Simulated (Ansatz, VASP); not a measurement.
**One calculation of CuSn2O2, two programs**

INCAR

```
SYSTEM = CuSn2O2
ALGO = Normal
DIPOL = 0.5 0.5 0.311
EDIFF = 1E-6
ENCUT = 520
GGA = PE
IDIPOL = 3
ISIF = 2
ISMEAR = 0
ISPIN = 2
IVDW = 12
LASPH = .True.
LCHARG = .False.
LDIPOL = .True.
LMAXMIX = 4
LORBIT = 11
LREAL = .False.
LWAVE = .False.
MAGMOM = 0 0 0 0 1
NBANDS = 38
NELM = 150
PREC = Accurate
SIGMA = 0.05
```

Contents of KPOINTS:

```
k-points
0
Gamma
  7 7 1
  0 0 0
```

File POSCAR:

```
CuSn2O2
1.0
    3.8201708766      0.0000000000      0.0000000000
    0.0000000000      3.8201708766      0.0000000000
    0.0000000000      0.0000000000     19.3630360333
Sn O Cu
2 2 1
Direct
    0.5000000000      0.0000000000      0.2065791745
    0.0000000000      0.5000000000      0.3286176828
    0.0000000000      0.0000000000      0.2675984287
    0.5000000000      0.5000000000      0.2675984287
    0.3750000000      1.0000000000      0.4835520637
```

Input for Ansatz:

```yaml
crystal:
  lattice:
    - [3.8201708766, 0.0, 0.0]
    - [0.0, 3.8201708766, 0.0]
    - [0.0, 0.0, 19.3630360333]
  atoms:
    - { symbol: Sn, position: [0.5, 0.0, 0.2065791745] }
    - { symbol: O, position: [0.0, 0.0, 0.2675984287] }
    - { symbol: O, position: [0.5, 0.5, 0.2675984287] }
    - { symbol: Sn, position: [0.0, 0.5, 0.3286176828] }
    - { symbol: Cu, position: [0.375, 1.0, 0.4835520637], spin: 1.0 }
basis:
  ecutwfc: 420
kpoints:
  mp_grid: { grid: [7, 7, 1] }
hamiltonian:
  xc: pbe
  pseudopotentials: { kind: paw, azcp: { folder: soft_1 } }
  dispersion: d3bj
scf:
  occupations: { method: gaussian, width: 0.05 }
output:
  forces: true
  eigenvalues: true
  populations: true
magnetization:
  spin_polarized: true
efield:
  axis: 3
  dipole_correction: true
  ramp_width: 0.04
```

Alike in both runs: task single point; functional PBE; dispersion D3(BJ); k mesh 7 × 7 × 1; occupations gaussian, width 0.05 eV; collinear spin.

|  | VASP | Ansatz |
| --- | --- | --- |
| version | VASP 6.6.1 | Ansatz 0.2.0 |
| potentials or method | VASP PAW PBE potentials, release 64 (Sn_d, O, Cu), cutoff 520 eV | scalar-relativistic, plane waves, PAW |
| valence electrons in the cell | 51 | 59 |

|  | VASP | Ansatz | Ansatz less VASP |
| --- | --- | --- | --- |
| gap on the k mesh at the Fermi level (eV) | none | none | - |
| rms of the force components (eV/Å) | 0.086 | 0.072 | -0.0138 |
| net moment per atom (μB) | 0.00 | 0.00 | 0.000 |

A gap of «none» marks a metal or a gap that the smearing closes. VASP's potentials hold 51 valence electrons a cell and Ansatz's 59, so a difference there can come from the potentials and not from the codes. Ansatz's warnings: seeded moment not kept, stability check not made.
